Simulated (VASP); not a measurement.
Set up this calculation in VASP 6.6.1, as the native input.

```yaml
Task: single point
Functional: PBE
Potentials_or_basis: VASP PAW PBE potentials, release 64 (W_sv)
Cutoff: 500 eV
k_mesh: 20 × 20 × 20
Occupations: gaussian, width 0.15 eV
Spin: no spin polarisation
Dipole_correction: no
Further_INCAR_settings: ALGO = Normal; EDIFF = 1e-06; NBANDS = 13
```

The structure of W lies in POSCAR:

```
W
1.0
   -1.5573675000      1.5573675000      1.5973000000
    1.5573675000     -1.5573675000      1.5973000000
    1.5573675000      1.5573675000     -1.5973000000
W
1
Direct
    0.0000000000      0.0000000000      0.0000000000
```

This cell differs from its parent crystal: strain -0.025 along x and y, +0.000 along z.

One way to write it, as run:

INCAR

```
SYSTEM = W
ALGO     = Normal         ! electronic algorithm
EDIFF    = 1E-6           ! SCF threshold, eV
ENCUT    = 500            ! plane-wave cutoff, eV
GGA      = PE             ! functional
GGA_COMPAT= .FALSE.      
ISIF     = 2              ! what is computed and relaxed
ISMEAR   = 0              ! smearing method
LASPH    = .TRUE.         ! aspherical terms in the spheres
LCHARG   = .TRUE.         ! write CHGCAR
LELF     = .TRUE.         ! ELF
LREAL    = .FALSE.        ! projectors in reciprocal space
LVHAR    = .TRUE.       
LWAVE    = .FALSE.        ! write WAVECAR
NBANDS   = 13             ! bands
NELM     = 120            ! most SCF steps
PREC     = Accurate       ! precision mode
SIGMA    = 0.15           ! smearing width, eV
```

KPOINTS

```
k-points
0
G
  20 20 20
  0 0 0
```

Potentials or basis: VASP PAW PBE potentials, release 64 (W_sv).

Command:

```console
$ cat potpaw_PBE.64/W_sv/POTCAR > POTCAR
$ mpirun -np 1 vasp_std > vasp.out
```

It gave:

```json
{"Pressure": "14.1 GPa", "Band gap on the k mesh": "zero (band 7 reaches 17.03 eV, above the bottom of band 8 at 10.70 eV)"}
```

Caveat: the cell differs from its parent crystal (strain -0.025 along x and y, +0.000 along z); spin-orbit coupling is left out, which moves the levels of the heavy elements.

Run time: 86 s on 1 thread of Intel(R) Xeon(R) Platinum 8259CL CPU @ 2.50GHz (Skylake/Cascade Lake), with other jobs on the host, peak memory 0.22 GiB.
